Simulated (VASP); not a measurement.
## AlN: single point with PBE

Crystal: AlN.

```
CELL_PARAMETERS angstrom
3.14780 0.00000 0.00000
-1.57390 2.72607 0.00000
0.00000 0.00000 4.43880
ATOMIC_POSITIONS crystal
Al 0.33333 0.66667 0.75000
Al 0.66667 0.33333 0.25000
N 0.33333 0.66667 0.25000
N 0.66667 0.33333 0.75000
```

```yaml
Program: VASP 6.6.1
Task: single point
Functional: PBE
Potentials_or_basis: VASP PAW PBE potentials, release 64 (Al, N)
Cutoff: 520 eV
k_mesh: 9 × 9 × 6
Occupations: gaussian, width 0.05 eV
Spin: no spin polarisation
```

```json
{"Pressure": "17.7 GPa", "Band gap on the k mesh": "3.41 eV, direct"}
```

Stress tensor (GPa, compression positive):
```
26.71  0.00  0.00
 0.00 26.71  0.00
 0.00  0.00 -0.20
```

Levels at points of the mesh, in eV from the valence-band top:
```
           k point  band 4  band 5  band 6  band 7  band 8  band 9  band 10  band 11  band 12  band 13
(0.00, 0.00, 0.00)   -3.32   -3.32   -2.15   -2.15    0.00    3.41     5.19     9.02     9.02    11.17
(0.00, 0.00, 0.50)   -4.15   -2.76   -2.76   -2.76   -2.76    5.89     5.89     9.29     9.29     9.29
```

Run time: 13 s on 1 thread of Intel(R) Xeon(R) Platinum 8488C (Sapphire Rapids), on a shared host, peak memory 0.16 GiB.

PBE gaps usually lie below the measured ones, often by a third to a half.
